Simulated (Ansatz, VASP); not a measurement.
# MgH2: VASP beside Ansatz

File INCAR:

```
SYSTEM = MgH2
ALGO = Normal
EDIFF = 1E-6
ENCUT = 600
GGA = PE
GGA_COMPAT = .False.
ISIF = 2
ISMEAR = -1
LASPH = .True.
LCHARG = .False.
LREAL = .False.
LWAVE = .False.
NBANDS = 9
NELM = 120
PREC = Accurate
SIGMA = 0.1
```

Contents of KPOINTS:

```
k-points
0
Gamma
  8 8 8
  0 0 0
```

File POSCAR:

```
MgH2
1.0
    0.0000000000      2.3810671667      2.3810671667
    2.3810671667      0.0000000000      2.3810671667
    2.3810671667      2.3810671667      0.0000000000
Mg H
1 2
Direct
    0.0000000000      0.0000000000      0.0000000000
    0.7500000000      0.7500000000      0.7500000000
    0.2500000000      0.2500000000      0.2500000000
```

Input for Ansatz:

```yaml
crystal:
  lattice:
    - [0.0, 2.3810671667, 2.3810671667]
    - [2.3810671667, 0.0, 2.3810671667]
    - [2.3810671667, 2.3810671667, 0.0]
  atoms:
    - { symbol: Mg, position: [0.0, 0.0, 0.0] }
    - { symbol: H, position: [0.75, 0.75, 0.75] }
    - { symbol: H, position: [0.25, 0.25, 0.25] }
basis:
  ecutwfc: 420
kpoints:
  mp_grid: { grid: [8, 8, 8] }
hamiltonian:
  xc: pbe
scf:
  occupations: { method: fermi_dirac }
output:
  forces: true
  stress: true
  eigenvalues: true
  optics: { e_range: [0, 10], sigma: 0.2 }
```

Alike in both runs: task single point; functional PBE; k mesh 8 × 8 × 8; no spin polarisation.

|  | VASP | Ansatz |
| --- | --- | --- |
| version | VASP 6.6.1 | Ansatz 0.2.0 |
| potentials or method | VASP PAW PBE potentials, release 64 (Mg, H), cutoff 600 eV | scalar-relativistic, plane waves, PAW |
| occupations | fermi-dirac, width 0.1 eV | fermi-dirac |
| valence electrons in the cell | 4 | 12 |

Ansatz gave:

```
gap on the k mesh at the Fermi level (eV) : none
pressure (GPa)                            : -0.2
```

Estimate VASP's values.

gap on the k mesh at the Fermi level (eV): none; pressure (GPa): -0.5.

A gap of «none» marks a metal or a gap that the smearing closes. VASP's potentials hold 4 valence electrons a cell and Ansatz's 12, so a difference there can come from the potentials and not from the codes. Ansatz's warnings: optics on partly filled bands.
